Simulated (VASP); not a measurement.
# InGa5P6 in VASP: further runs

Runs on InGa5P6. Level: PBE. Tasks: single point.

All numbers are computed with VASP 6.6.1; they aren't measurements. Logs are shortened: lines on timing, memory, paths and dates and some standing lists are left out, and cuts for length are marked.

**1. The cell of the first run**

The typed cell holds 12 atoms: a = 3.959 Å, b = 3.959 Å, c = 16.661 Å, α = 90.00°, β = 90.00°, γ = 90.00°.

**2. Single point, PBE**

INCAR

```
ALGO = Normal ; EDIFF = 1E-6
ENCUT = 520 ; GGA = PE
ISIF = 2 ; ISMEAR = 0
LASPH = True ; LCHARG = False
LREAL = False ; LWAVE = False
NBANDS = 66 ; NELM = 60
PREC = Accurate ; SIGMA = 0.1
```

KPOINTS

```
k-points
0
Gamma
  4 4 1
```

POSCAR

```
InGa5P6
1.0
    3.9588390932     -0.0000668380      0.0001149800
   -0.0000696016      3.9588347634     -0.0000441835
   -0.0004039846     -0.0009328826     16.6608053766
In Ga P
1 5 6
Direct
    0.4998612433      0.5001414316      0.4999911138
    0.0000439933     -0.0000107612      0.6756422108
    0.0000010243     -0.0000986430      0.3243471967
    0.5000568244      0.4999673071      0.1621463212
    0.0000319112     -0.0000483051      0.0000094522
    0.4999949935      0.5000665991      0.8378659602
    0.4999900760      0.0001069435      0.4045967660
    0.0000446640      0.4999008047      0.2431862766
    0.5000345836     -0.0000208304      0.0810519169
    0.0000038896      0.4999539107      0.9189595555
    0.5000523323      0.0000484444      0.7568147291
   -0.0001155354      0.4999930987      0.5953885008
```

Potentials or basis: VASP PAW PBE potentials, release 64 (In_d, Ga_d, P).

On the command line:

```sh
> cat potpaw_PBE.64/In_d/POTCAR potpaw_PBE.64/Ga_d/POTCAR potpaw_PBE.64/P/POTCAR > POTCAR
> mpirun -np 1 vasp_std > vasp.out
```

OUTCAR:

```text
EDIFF = 1E-6
   ENCUT = 520
   GGA = PE
   ISIF = 2
   ISMEAR = 0
   LASPH = True
   LREAL = False
   NELM = 60
   PREC = Accurate

 ion  position               nearest neighbor table
   1  0.500  0.500  0.500-  12 2.54   7 2.54   7 2.54  12 2.54
   2  0.000  1.000  0.676-  12 2.39  12 2.39  11 2.40  11 2.40
   3  0.000  1.000  0.324-   7 2.39   7 2.39   8 2.40   8 2.40
   4  0.500  0.500  0.162-   8 2.40   8 2.40   9 2.40   9 2.40
   5  0.000  1.000  0.000-  10 2.40   9 2.40   9 2.40  10 2.40
   6  0.500  0.500  0.838-  11 2.40  11 2.40  10 2.40  10 2.40
   7  0.500  0.000  0.405-   3 2.39   3 2.39   1 2.54   1 2.54
   8  0.000  0.500  0.243-   4 2.40   4 2.40   3 2.40   3 2.40
   9  0.500  1.000  0.081-   5 2.40   5 2.40   4 2.40   4 2.40
  10  0.000  0.500  0.919-   5 2.40   5 2.40   6 2.40   6 2.40
  11  0.500  0.000  0.757-   6 2.40   6 2.40   2 2.40   2 2.40
  12  1.000  0.500  0.595-   2 2.39   2 2.39   1 2.54   1 2.54

  LATTYP: Found a simple monoclinic cell.
 ALAT       =    16.6608054076
 B/A-ratio  =     0.2376139087
 C/A-ratio  =     1.0278269957
 COS(beta)  =    -0.9729108573

  Lattice vectors:

 A1 = (  -0.0004039846,  -0.0009328826,  16.6608053766)
 A2 = (  -3.9588390932,   0.0000668380,  -0.0001149800)
 A3 = (   0.0004735862,  -3.9579018808, -16.6607611931)

Analysis of symmetry for initial positions (statically):
=====================================================================
 Subroutine PRICEL returns:
 Original cell was already a primitive cell.

 Routine SETGRP: Setting up the symmetry group for a
 simple monoclinic supercell.

 Subroutine GETGRP returns: Found  1 space group operations
 (whereof  1 operations were pure point group operations)
 out of a pool of  4 trial point group operations.

The static configuration has the point symmetry C_1 .

Analysis of symmetry for dynamics (positions and initial velocities):
=====================================================================
 Subroutine PRICEL returns:
 Original cell was already a primitive cell.

 Routine SETGRP: Setting up the symmetry group for a
 simple monoclinic supercell.

 Subroutine GETGRP returns: Found  1 space group operations
 (whereof  1 operations were pure point group operations)
 out of a pool of  4 trial point group operations.

[... 131 lines left out ...]
   ISYM   =      2    0-nonsym 1-usesym 2-fastsym
   POTIM  = 0.5000    time-step for ionic-motion
   TEBEG  =    0.0;   TEEND  =   0.0 temperature during run
   PSTRESS=    0.0 pullay stress
   NELECT =     108.0000    total number of electrons
   NUPDOWN=      -1.0000    fix difference up-down
   EMIN   =  10.00;   EMAX   =-10.00  energy-range for DOS
   EFERMI =   0.00;   METHOD = LEGACY
   ISMEAR =     0;   SIGMA  =   0.10  broadening in eV -4-tet -1-fermi 0-gaus
   EFERMI_NEDOS =   21; number of points for ismear=-14 and -15
   IALGO  =     38    algorithm
   IMIX   =      4    mixing-type and parameters
     AMIX     =   0.40;   BMIX     =  1.00
     AMIX_MAG =   1.60;   BMIX_MAG =  1.00
  volume/ion in A,a.u.               =      21.76       146.84
  Fermi-wavevector in a.u.,A,eV,Ry     =   1.219754  2.305001 20.242754  1.487800
  Thomas-Fermi vector in A             =   2.354995
   LORBIT       =      0    0 simple, 1 ext, 2 COOP (PROOUT), +10 PAW based schemes
   GGA     = PE    functional components
   LHFCALC =     F    Hartree Fock is set to
   AEXX    =    0.0000 exact exchange contribution
   IVDW    =     0    specifies the selected vdW correction
   LEPSILON=     F    determine dielectric tensor
   LRPA    =     F    only Hartree local field effects (RPA)
 non-spin polarized calculation
 Gauss-broadening in eV      SIGMA  =   0.10
  energy-cutoff  :      520.00
  volume of cell :      261.11
 maximum number of plane-waves:      7077
 NGX is ok and might be reduce to    30
   NGX = 15   NGY = 15   NGZ = 61

 number of electron     107.9999976 magnetization

 Free energy of the ion-electron system (eV)
  ---------------------------------------------------
  ext. energy  EPLUGINS =         0.00000000
  ---------------------------------------------------
  free energy    TOTEN  =       -53.62392259 eV

  energy without entropy =      -53.62392259  energy(sigma->0) =      -53.62392259

 E-fermi :   4.9479     XC(G=0):  -9.5774

 val. band max:        4.4722780028   @ k =   0.0000   0.0000   0.0000
 cond. band min:       5.7135584712   @ k =   0.0000   0.0000   0.0000
 fundamental gap:      1.2412804684
 Fermi energy:         4.9478749401

 k-point     1 :       0.0000    0.0000    0.0000
  band No.  band energies     occupation
      1     -10.1674      2.00000
      2     -10.1550      2.00000
      3     -10.1344      2.00000
      4     -10.1012      2.00000
      5     -10.0785      2.00000
      6     -10.0779      2.00000
[... 679 lines left out ...]
     65       8.1726      0.00000
     66       8.2020      0.00000

------------------------ aborting loop because EDIFF is reached ----------------------------------------

  FORCE on cell =-STRESS in cart. coord.  units (eV):
  Direction    XX          YY          ZZ          XY          YZ          ZX
  --------------------------------------------------------------------------------------
  -------------------------------------------------------------------------------------
  Total       -0.0245654     -0.0247915     -0.0187816      0.0018808      0.0073822     -0.0011847
  in kB       -0.1507314     -0.1521187     -0.1152420      0.0115404      0.0452966     -0.0072690
  external PRESSURE =      -0.1393640 kB  Pullay stress =       0.0000000 kB

 VOLUME and BASIS-vectors are now :
 -----------------------------------------------------------------------------
  energy-cutoff  :      520.00
  volume of cell :      261.11
      direct lattice vectors                 reciprocal lattice vectors
     3.958839093 -0.000066838  0.000114980     0.252599304  0.000004441  0.000006125
    -0.000069602  3.958834763 -0.000044184     0.000004264  0.252599581  0.000014144
    -0.000403985 -0.000932883 16.660805377    -0.000001743  0.000000670  0.060021108

 POSITION                                       TOTAL-FORCE (eV/Angst)
 -----------------------------------------------------------------------------------
      1.97863      1.97948      8.33029         0.000723     -0.000336      0.000454
     -0.00017      3.95816     11.25670        -0.000108      0.000437     -0.002837
     -0.00020      3.95814      5.40384         0.000079      0.000852      0.003761
      1.97954      1.97910      2.70152        -0.000248      0.000648     -0.001700
      0.00006      3.95864      0.00011         0.000014      0.000290     -0.000742
      1.97903      1.97887     13.95956         0.000292     -0.000486      0.000520
      1.97922      0.00001      6.74097        -0.000046     -0.000912      0.002416
      0.00004      1.97880      4.05166        -0.000220      0.000339     -0.001749
      1.97945      3.95864      1.35040        -0.000114     -0.000820      0.000054
     -0.00039      1.97838     15.31058        -0.000022      0.000353      0.000470
      1.97932     -0.00055     12.60920        -0.000760     -0.000250      0.001624
      3.95811      1.97877      9.91974         0.000408     -0.000114     -0.002271
 -----------------------------------------------------------------------------------
    total drift:                                0.000069     -0.000042      0.000124

  FREE ENERGIE OF THE ION-ELECTRON SYSTEM (eV)
  ---------------------------------------------------
  free  energy   TOTEN  =       -53.6239225935 eV

  energy  without entropy=      -53.6239225935  energy(sigma->0) =      -53.62392259
```

It took 2.3 min on 1 thread of Intel Xeon 6975P-C (Granite Rapids), shared host; peak memory 0.4 GiB.

Results:

| Quantity | Value |
| --- | --- |
| Free energy | -53.6239 eV |
| Pressure | 0.0 GPa |
| Largest force | 0.004 eV/Å |
| Band gap on the k mesh | 1.24 eV, direct |

Forces on the atoms (eV/Å):
```
In   0.001  0.000  0.000
Ga   0.000  0.000 -0.003
Ga   0.000  0.001  0.004
Ga   0.000  0.001 -0.002
Ga   0.000  0.000 -0.001
Ga   0.000  0.000  0.001
P    0.000 -0.001  0.002
P    0.000  0.000 -0.002
P    0.000 -0.001  0.000
P    0.000  0.000  0.000
P   -0.001  0.000  0.002
P    0.000  0.000 -0.002
```

Levels at points of the mesh, in eV from the valence-band top:
| k point | band 52 | band 53 | band 54 | band 55 | band 56 | band 57 |
| --- | --- | --- | --- | --- | --- | --- |
| (0.00, 0.00, 0.00) | -0.03 | 0.00 | 0.00 | 1.24 | 1.54 | 1.56 |
| (0.50, 0.00, 0.00) | -1.26 | -1.24 | -0.56 | 1.88 | 1.92 | 1.97 |
| (0.00, 0.50, 0.00) | -1.26 | -1.24 | -0.56 | 1.88 | 1.92 | 1.97 |
| (0.50, 0.50, 0.00) | -2.51 | -2.51 | -2.42 | 1.73 | 1.73 | 1.85 |

Caveat: spin-orbit coupling is left out, which moves the levels of the heavy elements. A k mesh can miss the band edges.

**3. Single point, PBE**

INCAR

```
SYSTEM = InGa5P6
ALGO = Normal
EDIFF = 1E-6
ENCUT = 520
GGA = PE
ISIF = 2
ISMEAR = 0
LASPH = .TRUE.
LCHARG = .TRUE.
LELF = .TRUE.
LREAL = .FALSE.
LVHAR = .TRUE.
LWAVE = .FALSE.
NBANDS = 66
NELM = 80
PREC = Accurate
SIGMA = 0.02
```

KPOINTS

```
k-points
0
G
  8 8 2
  0 0 0
```

POSCAR

```
InGa5P6
1.0
    3.9406927000      0.0000000000      0.0000000000
    0.0000000000      3.9406927000      0.0000000000
    0.0000000000      0.0000000000     16.7971366000
In Ga P
1 5 6
Direct
    0.5000000000      0.5000000000      0.5000000000
    0.0000000000      0.0000000000      0.6754850000
    0.0000000000      0.0000000000      0.3245150000
    0.5000000000      0.5000000000      0.1621910000
    0.0000000000      0.0000000000      0.0000000000
    0.5000000000      0.5000000000      0.8378090000
    0.5000000000      0.0000000000      0.4048240000
    0.0000000000      0.5000000000      0.2432940000
    0.5000000000      0.0000000000      0.0810860000
    0.0000000000      0.5000000000      0.9189140000
    0.5000000000      0.0000000000      0.7567060000
    0.0000000000      0.5000000000      0.5951760000
```

Potentials or basis: VASP PAW PBE potentials, release 64 (In_d, Ga_d, P).

On the command line:

```sh
> cat potpaw_PBE.64/In_d/POTCAR potpaw_PBE.64/Ga_d/POTCAR potpaw_PBE.64/P/POTCAR > POTCAR
> mpirun -np 1 vasp_std > vasp.out
```

OUTCAR:

```text
SYSTEM = InGa5P6
   EDIFF = 1E-6
   ENCUT = 520
   GGA = PE
   ISIF = 2
   ISMEAR = 0
   LASPH = .TRUE.
   LREAL = .FALSE.
   NELM = 80
   PREC = Accurate

 ion  position               nearest neighbor table
   1  0.500  0.500  0.500-   7 2.54  12 2.54   7 2.54  12 2.54
   2  0.000  0.000  0.675-  12 2.39  12 2.39  11 2.40  11 2.40
   3  0.000  0.000  0.325-   7 2.39   7 2.39   8 2.40   8 2.40
   4  0.500  0.500  0.162-   8 2.40   8 2.40   9 2.40   9 2.40
   5  0.000  0.000  0.000-   9 2.40  10 2.40  10 2.40   9 2.40
   6  0.500  0.500  0.838-  11 2.40  11 2.40  10 2.40  10 2.40
   7  0.500  0.000  0.405-   3 2.39   3 2.39   1 2.54   1 2.54
   8  0.000  0.500  0.243-   4 2.40   4 2.40   3 2.40   3 2.40
   9  0.500  0.000  0.081-   5 2.40   5 2.40   4 2.40   4 2.40
  10  0.000  0.500  0.919-   5 2.40   5 2.40   6 2.40   6 2.40
  11  0.500  0.000  0.757-   6 2.40   6 2.40   2 2.40   2 2.40
  12  0.000  0.500  0.595-   2 2.39   2 2.39   1 2.54   1 2.54

  LATTYP: Found a simple tetragonal cell.
 ALAT       =     3.9406927000
 C/A-ratio  =     4.2624832431

  Lattice vectors:

 A1 = (   3.9406927000,   0.0000000000,   0.0000000000)
 A2 = (   0.0000000000,   3.9406927000,   0.0000000000)
 A3 = (   0.0000000000,   0.0000000000,  16.7971366000)

Analysis of symmetry for initial positions (statically):
=====================================================================
 Subroutine PRICEL returns:
 Original cell was already a primitive cell.

 Routine SETGRP: Setting up the symmetry group for a
 simple tetragonal supercell.

 Subroutine GETGRP returns: Found  8 space group operations
 (whereof  8 operations were pure point group operations)
 out of a pool of 16 trial point group operations.

The static configuration has the point symmetry D_2d.

Analysis of symmetry for dynamics (positions and initial velocities):
=====================================================================
 Subroutine PRICEL returns:
 Original cell was already a primitive cell.

[... 153 lines left out ...]
   LHFCALC =     F    Hartree Fock is set to
   AEXX    =    0.0000 exact exchange contribution
   IVDW    =     0    specifies the selected vdW correction
   LEPSILON=     F    determine dielectric tensor
   LRPA    =     F    only Hartree local field effects (RPA)
 non-spin polarized calculation
 Gauss-broadening in eV      SIGMA  =   0.02
  energy-cutoff  :      520.00
  volume of cell :      260.84
 maximum number of plane-waves:      7086
 NGX is ok and might be reduce to    30
   NGX = 15   NGY = 15   NGZ = 63

 number of electron     107.9999979 magnetization

 Free energy of the ion-electron system (eV)
  ---------------------------------------------------
  ext. energy  EPLUGINS =         0.00000000
  ---------------------------------------------------
  free energy    TOTEN  =       -53.88220309 eV

  energy without entropy =      -53.88220309  energy(sigma->0) =      -53.88220309

 E-fermi :   4.5998     XC(G=0):  -9.5884

 val. band max:        4.4878477562   @ k =   0.0000   0.0000   0.0000
 cond. band min:       5.7242500166   @ k =   0.0000   0.0000   0.0000
 fundamental gap:      1.2364022605
 Fermi energy:         4.5998249040

 k-point     1 :       0.0000    0.0000    0.0000
  band No.  band energies     occupation
      1     -10.1596      2.00000
      2     -10.1481      2.00000
      3     -10.1276      2.00000
      4     -10.0944      2.00000
      5     -10.0676      2.00000
      6     -10.0647      2.00000
[... 1645 lines left out ...]
     65       8.9280      0.00000
     66       9.0492      0.00000

 [... further k-points ...]
[... 5 lines left out ...]
  --------------------------------------------------------------------------------------
  -------------------------------------------------------------------------------------
  Total        0.0047386      0.0047386      0.0128912      0.0000000      0.0000000      0.0000000
  in kB        0.0291059      0.0291059      0.0791817      0.0000000      0.0000000      0.0000000
  external PRESSURE =       0.0457979 kB  Pullay stress =       0.0000000 kB

 VOLUME and BASIS-vectors are now :
 -----------------------------------------------------------------------------
  energy-cutoff  :      520.00
  volume of cell :      260.84
      direct lattice vectors                 reciprocal lattice vectors
     3.940692700  0.000000000  0.000000000     0.253762492  0.000000000  0.000000000
     0.000000000  3.940692700  0.000000000     0.000000000  0.253762492  0.000000000
     0.000000000  0.000000000 16.797136600     0.000000000  0.000000000  0.059533957

 POSITION                                       TOTAL-FORCE (eV/Angst)
 -----------------------------------------------------------------------------------
      1.97035      1.97035      8.39857         0.000000     -0.000000      0.000000
      0.00000      0.00000     11.34621        -0.000000     -0.000000     -0.000298
      0.00000      0.00000      5.45092        -0.000000     -0.000000      0.000298
      1.97035      1.97035      2.72434        -0.000000      0.000000      0.001091
      0.00000      0.00000      0.00000        -0.000000     -0.000000      0.000000
      1.97035      1.97035     14.07279        -0.000000      0.000000     -0.001091
      1.97035      0.00000      6.79988        -0.000000     -0.000000      0.004774
      0.00000      1.97035      4.08664        -0.000000     -0.000000     -0.000814
      1.97035      0.00000      1.36201        -0.000000     -0.000000      0.000066
      0.00000      1.97035     15.43512        -0.000000     -0.000000     -0.000066
      1.97035      0.00000     12.71049        -0.000000     -0.000000      0.000814
      0.00000      1.97035      9.99725        -0.000000     -0.000000     -0.004774
 -----------------------------------------------------------------------------------
    total drift:                                0.000000      0.000000      0.000000

  FREE ENERGIE OF THE ION-ELECTRON SYSTEM (eV)
  ---------------------------------------------------
  free  energy   TOTEN  =       -53.8822030866 eV

  energy  without entropy=      -53.8822030866  energy(sigma->0) =      -53.88220309
```

OSZICAR:

```text
N       E                     dE             d eps       ncg     rms          rms(c)
DAV:   1     0.109288533868E+04    0.10929E+04   -0.47876E+04  4470   0.231E+03
DAV:   2     0.164477583765E+03   -0.92841E+03   -0.89379E+03  4096   0.653E+02
DAV:   3    -0.379412918179E+02   -0.20242E+03   -0.19248E+03  4690   0.215E+02
DAV:   4    -0.547320221093E+02   -0.16791E+02   -0.16547E+02  4844   0.599E+01
DAV:   5    -0.555878868432E+02   -0.85586E+00   -0.85255E+00  5728   0.139E+01    0.112E+01
DAV:   6    -0.539979327650E+02    0.15900E+01   -0.34733E+00  5696   0.155E+01    0.661E+00
DAV:   7    -0.538911162725E+02    0.10682E+00   -0.17851E+00  5112   0.465E+00    0.220E+00
DAV:   8    -0.538813710226E+02    0.97452E-02   -0.34944E-01  5426   0.518E+00    0.866E-01
DAV:   9    -0.538801980533E+02    0.11730E-02   -0.33536E-02  5204   0.316E+00    0.419E-01
DAV:  10    -0.538817624933E+02   -0.15644E-02   -0.90707E-03  5282   0.136E+00    0.206E-01
DAV:  11    -0.538821782326E+02   -0.41574E-03   -0.30854E-03  4604   0.565E-01    0.514E-02
DAV:  12    -0.538821924132E+02   -0.14181E-04   -0.62004E-04  5746   0.181E-01    0.390E-02
DAV:  13    -0.538821977023E+02   -0.52890E-05   -0.73391E-05  5028   0.822E-02    0.329E-02
DAV:  14    -0.538822054773E+02   -0.77751E-05   -0.25130E-05  4470   0.564E-02    0.242E-02
DAV:  15    -0.538822023220E+02    0.31553E-05   -0.15260E-05  5076   0.108E-01    0.987E-03
DAV:  16    -0.538822030866E+02   -0.76457E-06   -0.62881E-06  5126   0.194E-02
   1 F= -.53882203E+02 E0= -.53882203E+02  d E =-.428901E-17
```

stdout:

```text
POSCAR found type information on POSCAR InGaP
 POSCAR found :  3 types and      12 ions
 scaLAPACK will be used
 LDA part: xc-table for (Slater+PW92), standard interpolation
 POSCAR, INCAR and KPOINTS ok, starting setup
 FFT: planning ... GRIDC
 FFT: planning ... GRID_SOFT
 FFT: planning ... GRID
 WAVECAR not read
 entering main loop
```

Run time: 11 min. Hardware: 1 thread of Intel Xeon Platinum 8259CL at 2.50GHz (Skylake/Cascade Lake), shared host; peak memory 0.57 GiB.

What came out:

```yaml
Free_energy: -53.8822 eV
Pressure: 0.0 GPa
Largest_force: 0.005 eV/Å
Band_gap_on_the_k_mesh: 1.24 eV, direct
```

Forces on the atoms (eV/Å):
```
In   0.000  0.000  0.000
Ga   0.000  0.000  0.000
Ga   0.000  0.000  0.000
Ga   0.000  0.000  0.001
Ga   0.000  0.000  0.000
Ga   0.000  0.000 -0.001
P    0.000  0.000  0.005
P    0.000  0.000 -0.001
P    0.000  0.000  0.000
P    0.000  0.000  0.000
P    0.000  0.000  0.001
P    0.000  0.000 -0.005
```

Levels at points of the mesh, in eV from the valence-band top:
| k point | band 52 | band 53 | band 54 | band 55 | band 56 | band 57 |
| --- | --- | --- | --- | --- | --- | --- |
| (0.00, 0.00, 0.00) | -0.09 | 0.00 | 0.00 | 1.24 | 1.59 | 1.63 |
| (0.50, 0.00, 0.00) | -1.23 | -1.21 | -0.54 | 1.88 | 1.93 | 1.98 |
| (0.50, 0.50, 0.00) | -2.55 | -2.55 | -2.47 | 1.69 | 1.69 | 1.80 |
| (0.00, 0.00, 0.50) | -0.41 | -0.20 | -0.20 | 1.56 | 1.57 | 1.98 |
| (0.50, 0.00, 0.50) | -1.10 | -1.09 | -0.54 | 1.38 | 1.50 | 2.59 |
| (0.50, 0.50, 0.50) | -2.71 | -2.71 | -2.66 | 2.14 | 2.14 | 2.22 |

Caveat: spin-orbit coupling is left out, which moves the levels of the heavy elements.
